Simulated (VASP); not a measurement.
La3Tl: electric field gradients with LDA

The system is La3Tl.

```
La Tl
1.0
     4.95880    0.00000    0.00000
     0.00000    4.95880    0.00000
     0.00000    0.00000    5.06000
La Tl
3 1
Direct
  0.00000 0.50000 0.50000
  0.50000 0.00000 0.50000
  0.50000 0.50000 0.00000
  0.00000 0.00000 0.00000
```

This cell differs from its parent crystal: equal xx and yy strain of -2 %.

| Quantity | Value |
| --- | --- |
| Program | VASP 6.6.1 |
| Task | electric field gradients |
| Functional | LDA |
| Potentials or basis | VASP PAW LDA potentials, release 64 (La, Tl_d) |
| Cutoff | 520 eV |
| k mesh | 8 × 8 × 8 |
| Occupations | fermi-dirac, width 0.08 eV |
| Spin | no spin polarisation |
| Dipole correction | no |
| Further INCAR settings | ALGO = Normal; EDIFF = 1e-08; NBANDS = 31 |

* Pressure: -2.2 GPa
* Band gap on the k mesh: zero (band 23 reaches 8.86 eV, above the bottom of band 24 at 7.74 eV)

Stress tensor (GPa, compression positive):
```
-1.99  0.00  0.00
 0.00 -1.99  0.00
 0.00  0.00 -2.56
```

Levels at points of the mesh, in eV from the Fermi level:
```tsv
k point	band 19	band 20	band 21	band 22	band 23	band 24	band 25	band 26	band 27	band 28
(0.00, 0.00, 0.00)	-2.70	-0.87	-0.87	-0.86	-0.85	-0.76	0.77	0.84	0.84	1.35
(0.50, 0.00, 0.00)	-2.59	-1.17	-0.84	-0.73	-0.65	0.73	1.07	1.10	1.20	1.23
(0.50, 0.50, 0.00)	-1.60	-1.29	-1.29	-0.08	-0.08	0.35	0.62	1.05	1.05	1.36
(0.00, 0.00, 0.50)	-2.61	-1.27	-0.73	-0.73	-0.68	0.71	1.03	1.13	1.20	1.20
(0.50, 0.00, 0.50)	-1.49	-1.36	-1.34	-0.14	-0.08	0.29	0.72	1.02	1.07	1.36
(0.50, 0.50, 0.50)	-1.12	-1.03	-1.03	0.35	0.36	0.36	1.18	1.30	1.30	1.43
```

Electric field gradients, principal values (V/Å²):
```csv
atom,least,middle,greatest (by size)
1 La,-62.331,-72.390,134.721
2 La,-62.331,-72.390,134.721
3 La,-77.225,-77.225,154.451
4 Tl,-8.460,-8.460,16.920
```

Wall time 12 min on 1 thread of Oxide Virtual Turin-like Processor, on a shared host, peak memory 0.37 GiB.

Caveat: the cell differs from its parent crystal (equal xx and yy strain of -2 %); without QUAD_EFG the Cq values of the log hold for a quadrupole moment of 1 mb, not for the nuclei; spin-orbit coupling is left out, which moves the levels of the heavy elements.
